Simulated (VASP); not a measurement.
Wanted: the native input for a VASP 6.6.1 run.

```
Task                   : relaxation of cell and atoms
Functional             : PBE
Potentials or basis    : VASP PAW PBE potentials, release 64 (Sc_sv, Ti_sv, F)
Cutoff                 : 600 eV
k mesh                 : 3 × 3 × 2
Occupations            : gaussian, width 0.15 eV
Spin                   : collinear spin
Starting moments       : [0.0, 1.0, 0.0, 0.0, 0.0, 0.0, 0.0] μB
Dipole correction      : no
Further INCAR settings : ALGO = Normal; EDIFF = 1e-07; IBRION = 2; EDIFFG = -0.08; NSW = 36; ISIF = 3
```

The structure of ScTiF5 lies in POSCAR:

```
ScTiF5
1.0
    3.7665062200      0.0000000000      0.0000000000
    0.0000000000      3.7665062200      0.0000000000
    0.0000000000      0.0000000000      6.0999170000
Sc Ti F
1 1 5
Direct
    0.0000000000      0.0000000000      0.5000000000
    0.0000000000      0.0000000000      0.0000000000
    0.5000000000      0.5000000000      0.0000000000
    0.5000000000      0.0000000000      0.3007800000
    0.0000000000      0.5000000000      0.3007800000
    0.5000000000      0.0000000000      0.6992200000
    0.0000000000      0.5000000000      0.6992200000
```

The cell was built from a structure type or drawn by symmetry, and may not be a known phase.

These files were run (other wordings do the same):

INCAR

```
SYSTEM = ScTiF5
PREC = Accurate
ENCUT = 600
EDIFF = 1E-7
ISMEAR = 0
SIGMA = 0.15
LREAL = .FALSE.
LASPH = .TRUE.
NELM = 150
ALGO = Normal
ISIF = 3
LWAVE = .FALSE.
LCHARG = .FALSE.
ISPIN = 2
MAGMOM = 0 1 0 0 0 0 0
LORBIT = 11
LMAXMIX = 4
GGA = PE
IBRION = 2
NSW = 36
EDIFFG = -0.08
```

KPOINTS

```
Automatic mesh
0
G
  3 3 2
  0 0 0
```

Potentials or basis: VASP PAW PBE potentials, release 64 (Sc_sv, Ti_sv, F).

Launch:

```console
$ cat potpaw_PBE.64/Sc_sv/POTCAR potpaw_PBE.64/Ti_sv/POTCAR potpaw_PBE.64/F/POTCAR > POTCAR
$ mpirun -np 1 vasp_std > vasp.out
```

Results of the run:

* Relaxed volume: 11.15 Å³/atom
* Relaxed cell: a = 3.459 Å, b = 3.459 Å, c = 6.521 Å, α = 90.00°, β = 90.00°, γ = 90.00°
* Space group after relaxing (to 0.1 Å): P4/mmm (No. 123)
* Energy gained by relaxing: 147.2 meV/atom
* Ionic steps: 7
* Pressure after relaxing: 0.4 GPa
* Largest force after relaxing: 0.031 eV/Å
* Band gap on the k mesh: 0.45 eV
* Net moment: 2.00 μB per cell
* Site moments: Sc +0.05; Ti +1.67; F +0.01 μB
* Valence electrons inside the program's atomic spheres: Sc 9.29; Ti 9.91; F 6.07, 6.12 (each value once)

Caveat: the k points lie up to 0.61 Å⁻¹ apart in the final cell; an odd mesh through Γ misses points on the zone boundary, where band edges can lie.

Wall time 4.1 min on 1 thread of Intel(R) Xeon(R) Platinum 8559C (Emerald Rapids) (shared host), peak memory 0.26 GiB.
